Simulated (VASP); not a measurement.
Input of a VASP 6.6.1 run:

Contents of INCAR:

```
ALGO = Normal
EDIFF = 1E-6
ENCUT = 520
GGA = PE
ISIF = 2
ISMEAR = 0
LASPH = T
LCHARG = T
LELF = T
LREAL = F
LVHAR = T
LWAVE = F
NBANDS = 16
NELM = 60
PREC = Accurate
SIGMA = 0.02
```

File KPOINTS:

```
k-points
0
Gamma
  9 9 6
```

File POSCAR:

```
NaH
1.0
    3.3446084159      0.0000000000      0.0000000000
   -1.6723042080      2.8965158539      0.0000000000
    0.0000000000      0.0000000000      5.8833830713
Na H
2 2
Direct
    0.0000000000      0.0000000000      0.0000000000
    0.0000000000      0.0000000000      0.5000000000
    0.3333333333      0.6666666667      0.2500000000
    0.6666666667      0.3333333333      0.7500000000
```

Potentials or basis: VASP PAW PBE potentials, release 64 (Na_pv, H).

The run is started by

```console
$ cat potpaw_PBE.64/Na_pv/POTCAR potpaw_PBE.64/H/POTCAR > POTCAR
$ mpirun -np 1 vasp_std > vasp.out
```

(1) Estimate the band gap on the k mesh.

(2) What does it give for the pressure?

## Answers

(1) 3.37 eV, indirect (least direct gap 4.50 eV).

(2) 0.0 GPa.
